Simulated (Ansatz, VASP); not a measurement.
**Two plane-wave programs on SnS2**

```
CELL_PARAMETERS angstrom
3.67431 0.00000 0.00000
-1.83715 3.18204 0.00000
0.00000 0.00000 6.22883
ATOMIC_POSITIONS crystal
Sn 0.00000 0.00000 0.00000
S 0.33333 0.66667 0.23465
S 0.66667 0.33333 0.76535
```

Alike in both runs: task relaxation of cell and atoms; functional PBE; dispersion D3(BJ); k mesh 12 × 12 × 6; occupations gaussian, width 0.02 eV; no spin polarisation.

|  | VASP | Ansatz |
| --- | --- | --- |
| version | VASP 6.6.1 | Ansatz 0.2.0 |
| potentials or method | VASP PAW PBE potentials, release 64 (Sn_d, S), cutoff 500 eV | scalar-relativistic, plane waves, PAW |
| valence electrons in the cell | 26 | 26 |

VASP gave:

- gap on the k mesh at the Fermi level, each at its own relaxed structure (eV): 1.25
- relaxed volume (Å³/atom): 22.46
- relaxed cell length with the largest relative difference (Å): 5.789

Problem. Which values does Ansatz return?

Solution. gap on the k mesh at the Fermi level, each at its own relaxed structure (eV): 1.28; relaxed volume (Å³/atom): 22.63; relaxed cell length with the largest relative difference (Å): 5.827.

Ansatz's warnings: structure snapped to symmetry.
